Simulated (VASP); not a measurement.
# Ga6N7 (a cell with a defect) in VASP: further runs, part 2 of 2

VASP 6.6.1. Earlier steps stand in the parts before.

## 3. Single point, PBE, collinear spin, ferromagnetic start

The input, INCAR:

```
SYSTEM = Ga6N7
PREC = Accurate ; ENCUT = 520
EDIFF = 1E-6 ; ISMEAR = 0
SIGMA = 0.02 ; LREAL = .False.
LASPH = .True. ; NELM = 150
ALGO = Normal ; ISIF = 2
LWAVE = .False. ; LCHARG = .False.
ISPIN = 2 ; MAGMOM = 0 0 0 0 0 0 0.17 0.17 0.17 0.19 0.19 0.19 1.59
LORBIT = 11 ; GGA = PE
NBANDS = 72
```

The input, KPOINTS:

```
regular mesh
0
Gamma
  3 3 3
  0 0 0
```

The input, POSCAR:

```
Ga6N7
1.0
    0.0000000000      0.0000000000      5.2431684095
    4.8275562239     -2.7871908853      0.0000000000
   -0.0000000001      5.5743817708      0.0000000000
Ga N
6 7
Direct
    0.5066726438      0.3344296628      0.3334544321
    0.5074549952      0.0037708520      0.6717206030
    0.4537882086      0.6613679576      0.9975030366
    1.0165252351      0.0714390437      0.3580634290
    1.0103341312      0.7143630939      0.6477554736
    0.9984657351      0.3252109198      0.9999081765
    0.8737318053      0.3876060502      0.3539393481
    0.8751177993      0.0288139575      0.6459701090
    0.8126918053      0.6053677812      0.9723612026
    0.3769354416      0.0062598960      0.3417319810
    0.3705410256      0.6686436885      0.6615538271
    0.3638712036      0.3239173047      1.0026529558
   -0.1599307774     -0.1311537289      0.0133802322
```

Potentials or basis: VASP PAW PBE potentials, release 64 (Ga_d, N).

Launch:

```bash
cat potpaw_PBE.64/Ga_d/POTCAR potpaw_PBE.64/N/POTCAR > POTCAR
mpirun -np 1 vasp_std > vasp.out
```

OUTCAR:

```text
SYSTEM = Ga6N7
   PREC = Accurate
   ENCUT = 520
   EDIFF = 1E-6
   ISMEAR = 0
   LREAL = .False.
   LASPH = .True.
   NELM = 150
   ISIF = 2
   ISPIN = 2
   LORBIT = 11
   GGA = PE

 ion  position               nearest neighbor table
   1  0.507  0.334  0.333-   7 1.94  12 1.96  10 1.97  11 1.98
   2  0.507  0.004  0.672-   8 1.94  12 1.97  10 1.97  11 1.98
   3  0.454  0.661  0.998-   9 1.90  11 1.94  12 1.95  10 1.96  13 2.31
   4  0.017  0.071  0.358-   8 1.89  13 1.91  10 1.92   7 1.93
   5  0.010  0.714  0.648-   7 1.88   8 1.90  11 1.91  13 1.98
   6  0.998  0.325  1.000-   9 1.91  12 1.92   7 1.94   8 1.94
   7  0.874  0.388  0.354-   5 1.88   4 1.93   6 1.94   1 1.94
   8  0.875  0.029  0.646-   4 1.89   5 1.90   2 1.94   6 1.94
   9  0.813  0.605  0.972-  13 1.38   3 1.90   6 1.91
  10  0.377  0.006  0.342-   4 1.92   3 1.96   2 1.97   1 1.97
  11  0.371  0.669  0.662-   5 1.91   3 1.94   2 1.98   1 1.98
[... 2250 lines left out ...]

  FREE ENERGIE OF THE ION-ELECTRON SYSTEM (eV)
  ---------------------------------------------------
  free  energy   TOTEN  =       -76.4173565595 eV

  energy  without entropy=      -76.4173565595  energy(sigma->0) =      -76.41735656

 total charge

# of ion       s       p       d       tot
------------------------------------------
    1        0.778   0.858  10.169  11.805
    2        0.778   0.860  10.170  11.809
    3        0.783   0.895  10.203  11.881
    4        0.815   0.963  10.214  11.993
    5        0.805   0.941  10.218  11.964
    6        0.799   0.928  10.200  11.927
    7        1.230   2.549   0.000   3.779
    8        1.231   2.552   0.000   3.783
    9        1.251   2.533   0.000   3.784
   10        1.226   2.511   0.000   3.736
   11        1.224   2.517   0.000   3.741
   12        1.227   2.519   0.000   3.746
   13        1.273   2.515   0.000   3.787
--------------------------------------------------
tot         13.419  23.141  61.175  97.735

 magnetization (x)

# of ion       s       p       d       tot
------------------------------------------
    1       -0.000  -0.000   0.000   0.000
    2       -0.001  -0.000   0.000  -0.001
    3       -0.001  -0.001   0.006   0.004
    4        0.006   0.024   0.011   0.041
    5        0.006   0.016   0.017   0.039
    6       -0.004  -0.006   0.008  -0.001
    7        0.005   0.035   0.000   0.040
    8        0.006   0.040   0.000   0.046
    9        0.012   0.347   0.000   0.360
   10       -0.000   0.002   0.000   0.002
   11        0.000   0.003   0.000   0.004
   12       -0.000   0.003   0.000   0.003
   13        0.006   0.208   0.000   0.214
--------------------------------------------------
tot          0.035   0.672   0.043   0.750
```

stdout:

```text
POSCAR found type information on POSCAR GaN
 POSCAR found :  2 types and      13 ions
 scaLAPACK will be used
 LDA part: xc-table for (Slater+PW92), standard interpolation
 POSCAR, INCAR and KPOINTS ok, starting setup
 FFT: planning ... GRIDC
 FFT: planning ... GRID_SOFT
 FFT: planning ... GRID
 WAVECAR not read
 entering main loop
```

Run time: 5.9 min. Hardware: 1 thread of Intel Xeon Platinum 8375C at 2.90GHz (Ice Lake), shared host; peak memory 0.4 GiB.

What came out:

```yaml
Free_energy: -76.4174 eV
Pressure: 13.6 GPa
Largest_force: 1.374 eV/Å
Band_gap_on_the_k_mesh: 0.25 eV
Net_moment: 1.00 μB per cell
Site_moments: Ga +0.00, -0.00, +0.04 (each value once); N +0.04, +0.05, +0.36, +0.00, +0.21 (each value once) μB
Valence_electrons_inside_the_program's_atomic_spheres: Ga 11.80, 11.81, 11.88, 11.99, 11.96, 11.93; N 3.78, 3.74, 3.75, 3.79 (each value once)
```

Forces on the atoms (eV/Å):
```
Ga   0.002 -0.030  0.025
Ga   0.042 -0.012 -0.036
Ga  -0.035 -0.015 -0.264
Ga   0.331  0.001  0.019
Ga   0.102 -0.165  0.044
Ga   0.044  0.076 -0.057
N    0.202 -0.001 -0.130
N    0.243 -0.119 -0.196
N   -0.334  0.142 -0.484
N    0.029 -0.079 -0.018
N    0.071 -0.016 -0.037
N   -0.109  0.069 -0.097
N   -0.587  0.148  1.233
```

Levels at points of the mesh, in eV from the valence-band top:
Spin up:
```tsv
k point	band 54	band 55	band 56	band 57	band 58	band 59	band 60	band 61
(0.00, 0.00, 0.00)	-1.58	-1.47	-0.67	-0.07	0.98	3.74	4.12	5.64
```
Spin down:
| k point | band 54 | band 55 | band 56 | band 57 | band 58 | band 59 |
| --- | --- | --- | --- | --- | --- | --- |
| (0.00, 0.00, 0.00) | -1.53 | -1.36 | -0.48 | 0.97 | 1.13 | 3.82 |

Caveat: the k points lie up to 0.43 Å⁻¹ apart.

## 4. Single point, PBE, collinear spin, ferromagnetic start

The input, INCAR:

```
SYSTEM = Ga6N7
ALGO = Normal ; EDIFF = 1E-7
ENCUT = 520 ; GGA = PE
ISIF = 2 ; ISMEAR = 0
ISPIN = 2 ; LASPH = .TRUE.
LCHARG = .FALSE. ; LORBIT = 11
LREAL = .FALSE. ; LWAVE = .FALSE.
MAGMOM = 0 0 0 0 0 0 0.17 0.17 0.17 0.19 0.19 0.19 1.59 ; NBANDS = 72
NELM = 150 ; PREC = Accurate
SIGMA = 0.02
```

The input, KPOINTS:

```
k-points
0
G
  3 3 3
  0 0 0
```

The input, POSCAR:

```
Ga6N7
1.0
    0.0000000000      0.0000000000      5.2431684095
    4.8275562239     -2.7871908853      0.0000000000
   -0.0000000001      5.5743817708      0.0000000000
Ga N
6 7
Direct
    0.5066732160      0.3344344271      0.3334621961
    0.5074561395      0.0037745806      0.6717256963
    0.4538000335      0.6613689933      0.9974963787
    1.0165263794      0.0714380080      0.3580711632
    1.0103209713      0.7143531510      0.6477675444
    0.9984718382      0.3252165127      0.9999077439
    0.8737348569      0.3876068788      0.3539334837
    0.8751240932      0.0288048432      0.6459773917
    0.8127122128      0.6053319453      0.9722769095
    0.3769386839      0.0062609317      0.3417366248
    0.3705299636      0.6686503171      0.6615594735
    0.3638811213      0.3239260047      1.0026590997
   -0.1599700667     -0.1311294930      0.0134215910
```

Launch:

```bash
cat potpaw_PBE.64/Ga_d/POTCAR potpaw_PBE.64/N/POTCAR > POTCAR
mpirun -np 1 vasp_std > vasp.out
```

It took 10 min on 1 thread of Intel Xeon 8259CL, shared host; peak memory 0.4 GiB.

Results (log left out):

```
Free energy                                           : -76.4169 eV
Pressure                                              : 13.6 GPa
Largest force                                         : 1.375 eV/Å
Band gap on the k mesh                                : 0.25 eV
Net moment                                            : 1.00 μB per cell
Site moments                                          : Ga +0.00, -0.00, +0.04 (each value once); N +0.04, +0.05, +0.36, +0.00, +0.21 (each value once) μB
Valence electrons inside the program's atomic spheres : Ga 11.80, 11.81, 11.88, 11.99, 11.96, 11.93; N 3.78, 3.74, 3.75, 3.79 (each value once)
```

Forces in eV/Å, atoms in the order of the input:
```
Ga   0.002 -0.030  0.025
Ga   0.042 -0.012 -0.036
Ga  -0.035 -0.015 -0.264
Ga   0.331  0.001  0.019
Ga   0.102 -0.165  0.044
Ga   0.044  0.077 -0.057
N    0.202 -0.001 -0.131
N    0.243 -0.119 -0.197
N   -0.334  0.142 -0.485
N    0.029 -0.079 -0.018
N    0.071 -0.016 -0.037
N   -0.109  0.069 -0.097
N   -0.587  0.148  1.234
```

Stress tensor (GPa, compression positive):
```
15.82 -3.34  4.25
-3.34 11.49 -1.10
 4.25 -1.10 13.47
```

Levels at points of the mesh, in eV from the valence-band top:
Spin up:
```tsv
k point	band 53	band 54	band 55	band 56	band 57	band 58	band 59	band 60	band 61	band 62
(0.00, 0.00, 0.00)	-1.72	-1.58	-1.47	-0.67	-0.07	0.98	3.74	4.12	5.64	6.00
```
Spin down:
| k point | band 54 | band 55 | band 56 | band 57 | band 58 | band 59 |
| --- | --- | --- | --- | --- | --- | --- |
| (0.00, 0.00, 0.00) | -1.53 | -1.36 | -0.48 | 0.97 | 1.13 | 3.82 |

Caveat: the k points lie up to 0.43 Å⁻¹ apart.
